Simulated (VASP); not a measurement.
# GaP (F-43m) in VASP: single point with PBE

Aim: the single point of GaP with PBE.

All numbers are computed with VASP 6.6.1; they aren't measurements. Logs are shortened: lines on timing, memory, paths and dates and some standing lists are left out, and cuts for length are marked.

**1. The cell of the first run**

The structure is cubic, space group F-43m (No. 216). Conventional cell: a = 5.505 Å, b = 5.505 Å, c = 5.505 Å, α = 90.00°, β = 90.00°, γ = 90.00°. Within 3.1 Å of Ga (site symmetry -43m) lie 4 P at 2.38 Å. Within 3.1 Å of P (site symmetry -43m) lie 4 Ga at 2.38 Å.

**2. Single point, PBE**

Input file INCAR:

```
SYSTEM = GaP
  PREC = Accurate
  ENCUT = 520
  EDIFF = 1E-7
  ISMEAR = 0
  SIGMA = 0.02
  LREAL = Auto
  LASPH = .True.
  NELM = 80
  ALGO = Normal
  ISIF = 2
  LWAVE = .False.
  LCHARG = .False.
  GGA = PE
  NBANDS = 166
```

Input file KPOINTS:

```
Automatic mesh
0
Gamma
  2 2 2
  0.5 0.5 0.5
```

Input file POSCAR:

```
GaP
1.0
   -5.5051169769      5.5051169769      5.5051169769
    5.5051169769     -5.5051169769      5.5051169769
    5.5051169769      5.5051169769     -5.5051169769
Ga P
16 16
Direct
    0.5000000000      0.5000000000      0.0000000000
    0.5000000000      0.7500000000      0.7500000000
    0.5000000000      0.0000000000      0.5000000000
    0.7500000000      0.2500000000      0.0000000000
    0.5000000000      0.2500000000      0.2500000000
    0.7500000000      0.5000000000      0.7500000000
    0.7500000000      0.7500000000      0.5000000000
    0.0000000000      0.0000000000      0.0000000000
    0.7500000000      0.0000000000      0.2500000000
    0.0000000000      0.2500000000      0.7500000000
    0.0000000000      0.5000000000      0.5000000000
    0.2500000000      0.7500000000      0.0000000000
    0.0000000000      0.7500000000      0.2500000000
    0.2500000000      0.0000000000      0.7500000000
    0.2500000000      0.2500000000      0.5000000000
    0.2500000000      0.5000000000      0.2500000000
    0.2500000000      0.5000000000      0.0000000000
    0.2500000000      0.7500000000      0.7500000000
    0.2500000000      0.0000000000      0.5000000000
    0.5000000000      0.2500000000      0.0000000000
    0.2500000000      0.2500000000      0.2500000000
    0.5000000000      0.5000000000      0.7500000000
    0.5000000000      0.7500000000      0.5000000000
    0.7500000000      0.0000000000      0.0000000000
    0.5000000000      0.0000000000      0.2500000000
    0.7500000000      0.2500000000      0.7500000000
    0.7500000000      0.5000000000      0.5000000000
    0.0000000000      0.7500000000      0.0000000000
    0.7500000000      0.7500000000      0.2500000000
    0.0000000000      0.0000000000      0.7500000000
    0.0000000000      0.2500000000      0.5000000000
    0.0000000000      0.5000000000      0.2500000000
```

Potentials or basis: VASP PAW PBE potentials, release 64 (Ga_d, P).

Run with:

```bash
> cat potpaw_PBE.64/Ga_d/POTCAR potpaw_PBE.64/P/POTCAR > POTCAR
> mpirun -np 1 vasp_std > vasp.out
```

OUTCAR:

```text
SYSTEM = GaP
   PREC = Accurate
   ENCUT = 520
   EDIFF = 1E-7
   ISMEAR = 0
   LREAL = Auto
   LASPH = .True.
   NELM = 80
   ISIF = 2
   GGA = PE

 ion  position               nearest neighbor table
   1  0.500  0.500  0.000-  17 2.38  20 2.38  22 2.38  29 2.38
   2  0.500  0.750  0.750-  18 2.38  22 2.38  23 2.38  24 2.38
   3  0.500  0.000  0.500-  19 2.38  23 2.38  25 2.38  26 2.38
   4  0.750  0.250  0.000-  20 2.38  24 2.38  26 2.38  32 2.38
   5  0.500  0.250  0.250-  20 2.38  21 2.38  25 2.38  27 2.38
   6  0.750  0.500  0.750-  22 2.38  26 2.38  27 2.38  28 2.38
[... 24 lines left out ...]
  31  0.000  0.250  0.500-   9 2.38  10 2.38  11 2.38  15 2.38
  32  0.000  0.500  0.250-   4 2.38  11 2.38  13 2.38  16 2.38

  LATTYP: Found a body centered cubic cell.
 ALAT       =    11.0102339538

  Lattice vectors:

 A1 = (  -5.5051169769,   5.5051169769,   5.5051169769)
 A2 = (   5.5051169769,  -5.5051169769,   5.5051169769)
 A3 = (   5.5051169769,   5.5051169769,  -5.5051169769)

Analysis of symmetry for initial positions (statically):
=====================================================================
 Subroutine PRICEL returns following result:

  LATTYP: Found a face centered cubic cell.
 ALAT       =     5.5051169769

  Lattice vectors:

 A1 = (   2.7525584884,  -2.7525584884,   0.0000000000)
 A2 = (  -0.0000000000,  -2.7525584885,  -2.7525584884)
 A3 = (   2.7525584884,   0.0000000000,  -2.7525584884)

  16 primitive cells build up your supercell.

 Routine SETGRP: Setting up the symmetry group for a
 body centered cubic supercell.

 Subroutine GETGRP returns: Found 24 space group operations
 (whereof 24 operations were pure point group operations)
 out of a pool of 48 trial point group operations.

The static configuration has the point symmetry T_d .

Analysis of symmetry for dynamics (positions and initial velocities):
=====================================================================
 Subroutine PRICEL returns following result:

  LATTYP: Found a face centered cubic cell.
 ALAT       =     5.5051169769

  Lattice vectors:

 A1 = (   2.7525584884,  -2.7525584884,   0.0000000000)
 A2 = (  -0.0000000000,  -2.7525584885,  -2.7525584884)
 A3 = (   2.7525584884,   0.0000000000,  -2.7525584884)

  16 primitive cells build up your supercell.

 Routine SETGRP: Setting up the symmetry group for a
 body centered cubic supercell.

 Subroutine GETGRP returns: Found 24 space group operations
 (whereof 24 operations were pure point group operations)
 out of a pool of 48 trial point group operations.

The dynamic configuration has the point symmetry T_d .

 Subroutine INISYM returns: Found 24 space group operations
 (whereof 24 operations are pure point group operations),
 and found    16 'primitive' translations

----------------------------------------------------------------------------------------

                                     Primitive cell

  volume of cell :      41.7099

  direct lattice vectors                    reciprocal lattice vectors
     2.752558488 -2.752558488  0.000000000     0.181649183 -0.181649183  0.181649183
    -0.000000000 -2.752558488 -2.752558488    -0.181649183 -0.181649183 -0.181649183
     2.752558488  0.000000000 -2.752558488     0.181649183  0.181649183 -0.181649183

  length of vectors
     3.892705546  3.892705546  3.892705546     0.314625614  0.314625614  0.314625614

  position of ions in fractional coordinates (direct lattice)
     0.000000000  0.000000000  1.000000000
     0.250000000  0.250000000  0.250000000

  ion indices of the primitive-cell ions
   primitive index   ion index
                 1           1
                 2          17

----------------------------------------------------------------------------------------

 KPOINTS: Automatic mesh

Automatic generation of k-mesh.
 Grid dimensions read from file:
 generate k-points for:    2    2    2

 Generating k-lattice:

  Cartesian coordinates                     Fractional coordinates (reciprocal lattice)
     0.000000000  0.045412296  0.045412296     0.500000000  0.000000000  0.000000000
     0.045412296  0.000000000  0.045412296     0.000000000  0.500000000  0.000000000
     0.045412296  0.045412296  0.000000000     0.000000000  0.000000000  0.500000000

  Length of vectors
     0.064222684  0.064222684  0.064222684

  Shift w.r.t. Gamma in fractional coordinates (k-lattice)
     0.500000000  0.500000000  0.500000000

 Subroutine IBZKPT returns following result:
 ===========================================

 Found      2 irreducible k-points:

 Following reciprocal coordinates:
            Coordinates               Weight
  0.250000  0.250000  0.250000      2.000000
 -0.250000  0.250000  0.250000      6.000000
   k-points           NKPTS =      2   k-points in BZ     NKDIM =      2   number of bands    NBANDS=    166
   number of dos      NEDOS =    301   number of ions     NIONS =     32
   total plane-waves  NPLWV = 373248
   dimension x,y,z NGX =    72 NGY =   72 NGZ =   72
   dimension x,y,z NGXF=   144 NGYF=  144 NGZF=  144
   ions per type =              16  16
   NGX,Y,Z   is equivalent  to a cutoff of  12.55, 12.55, 12.55 a.u.
   NGXF,Y,Z  is equivalent  to a cutoff of  25.11, 25.11, 25.11 a.u.
 SYSTEM =  GaP
   PREC   = accura    normal or accurate (medium, high low for compatibility)
   ISTART =      0    job   : 0-new  1-cont  2-samecut
   ICHARG =      2    charge: 1-file 2-atom 10-const
   ISPIN  =      1    spin polarized calculation?
   LNONCOLLINEAR =      F non collinear calculations
   LSORBIT =      F    spin-orbit coupling
   LASPH  =      T    aspherical Exc in radial PAW
   ENCUT  =  520.0 eV  38.22 Ry    6.18 a.u.  17.73 17.73 17.73*2*pi/ulx,y,z
   NELM   =     80;   NELMIN=  2; NELMDL= -5     # of ELM steps
   EDIFF  = 0.1E-06   stopping-criterion for ELM
   LREAL  =      T    real-space projection
   EDIFFG = 0.1E-05   stopping-criterion for IOM
   NSW    =      0    number of steps for IOM
   IBRION =     -1    ionic relax: 0-MD 1-quasi-New 2-CG
   NFREE  =      0    steps in history (QN), initial steepest desc. (CG)
   ISIF   =      2    stress and relaxation
   ISYM   =      2    0-nonsym 1-usesym 2-fastsym
   POTIM  = 0.5000    time-step for ionic-motion
   TEBEG  =    0.0;   TEEND  =   0.0 temperature during run
   PSTRESS=    0.0 pullay stress
   NELECT =     288.0000    total number of electrons
   NUPDOWN=      -1.0000    fix difference up-down
   EMIN   =  10.00;   EMAX   =-10.00  energy-range for DOS
   EFERMI =   0.00;   METHOD = LEGACY
   ISMEAR =     0;   SIGMA  =   0.02  broadening in eV -4-tet -1-fermi 0-gaus
   EFERMI_NEDOS =   21; number of points for ismear=-14 and -15
   IALGO  =     38    algorithm
   IMIX   =      4    mixing-type and parameters
     AMIX     =   0.40;   BMIX     =  1.00
     AMIX_MAG =   1.60;   BMIX_MAG =  1.00
  volume/ion in A,a.u.               =      20.85       140.74
  Fermi-wavevector in a.u.,A,eV,Ry     =   1.237141  2.337857 20.823951  1.530517
  Thomas-Fermi vector in A             =   2.371720
   LORBIT       =      0    0 simple, 1 ext, 2 COOP (PROOUT), +10 PAW based schemes
   GGA     = PE    functional components
   LHFCALC =     F    Hartree Fock is set to
   AEXX    =    0.0000 exact exchange contribution
   IVDW    =     0    specifies the selected vdW correction
   LEPSILON=     F    determine dielectric tensor
   LRPA    =     F    only Hartree local field effects (RPA)
 non-spin polarized calculation
 Gauss-broadening in eV      SIGMA  =   0.02
  energy-cutoff  :      520.00
  volume of cell :      667.36
 maximum number of plane-waves:     17968
 NGX is ok and might be reduce to    70
   NGX = 35   NGY = 35   NGZ = 35

 number of electron     288.0000158 magnetization

 Free energy of the ion-electron system (eV)
  ---------------------------------------------------
  ext. energy  EPLUGINS =         0.00000000
  ---------------------------------------------------
  free energy    TOTEN  =      -146.04172296 eV

  energy without entropy =     -146.04172296  energy(sigma->0) =     -146.04172296

 E-fermi :   3.8290     XC(G=0):  -9.6966

 val. band max:        3.7359644663   @ k =  -0.2500   0.2500   0.2500
 cond. band min:       6.0388544399   @ k =  -0.2500   0.2500   0.2500
 fundamental gap:      2.3028899737
 Fermi energy:         3.8290259455

 k-point     1 :       0.2500    0.2500    0.2500
  band No.  band energies     occupation
      1     -10.2340      2.00000
      2     -10.2340      2.00000
      3     -10.2340      2.00000
      4     -10.2340      2.00000
      5     -10.2340      2.00000
      6     -10.2340      2.00000
[... 148 lines left out ...]
    155       6.8218      0.00000
    156       6.8218      0.00000

 k-point     2 :      -0.2500    0.2500    0.2500
  band No.  band energies     occupation
      1     -10.2488      2.00000
      2     -10.2488      2.00000
      3     -10.2443      2.00000
      4     -10.2328      2.00000
      5     -10.2328      2.00000
      6     -10.2328      2.00000
[... 148 lines left out ...]
    155       7.2797      0.00000
    156       7.5996      0.00000
 [bands above 156 left out]

------------------------ aborting loop because EDIFF is reached ----------------------------------------

  FORCE on cell =-STRESS in cart. coord.  units (eV):
  Direction    XX          YY          ZZ          XY          YZ          ZX
  --------------------------------------------------------------------------------------
  -------------------------------------------------------------------------------------
  Total        0.2409866      0.2409866      0.2409866      0.0000000     -0.0000000      0.0000000
  in kB        0.5785539      0.5785539      0.5785539      0.0000000     -0.0000000      0.0000000
  external PRESSURE =       0.5785539 kB  Pullay stress =       0.0000000 kB

 VOLUME and BASIS-vectors are now :
 -----------------------------------------------------------------------------
  energy-cutoff  :      520.00
  volume of cell :      667.36
      direct lattice vectors                 reciprocal lattice vectors
    -5.505116977  5.505116977  5.505116977     0.000000000  0.090824591  0.090824591
     5.505116977 -5.505116977  5.505116977     0.090824591  0.000000000  0.090824591
     5.505116977  5.505116977 -5.505116977     0.090824591  0.090824591  0.000000000

 POSITION                                       TOTAL-FORCE (eV/Angst)
 -----------------------------------------------------------------------------------
      0.00000      0.00000      5.50512         0.000000     -0.000000     -0.000000
      5.50512      2.75256      2.75256        -0.000000     -0.000000      0.000000
      0.00000      5.50512      0.00000         0.000000     -0.000000     -0.000000
     -2.75256      2.75256      5.50512        -0.000000      0.000000      0.000000
      0.00000      2.75256      2.75256         0.000000     -0.000000      0.000000
      2.75256      5.50512      2.75256         0.000000     -0.000000     -0.000000
[... 24 lines left out ...]
      4.12884      1.37628     -1.37628         0.000000     -0.000000      0.000000
      4.12884     -1.37628      1.37628        -0.000000     -0.000000      0.000000
 -----------------------------------------------------------------------------------
    total drift:                                0.000036      0.000036      0.000035

  FREE ENERGIE OF THE ION-ELECTRON SYSTEM (eV)
  ---------------------------------------------------
  free  energy   TOTEN  =      -146.0417229638 eV

  energy  without entropy=     -146.0417229638  energy(sigma->0) =     -146.04172296
```

Wall time 16 min (1 thread of Intel Xeon 8259CL, shared host); peak memory 0.78 GiB.

What came out:

```yaml
Free_energy: -146.0417 eV
Pressure: 0.1 GPa
Band_gap_on_the_k_mesh: 2.30 eV
```

Caveat: a shifted mesh leaves out Γ, where band edges can lie.
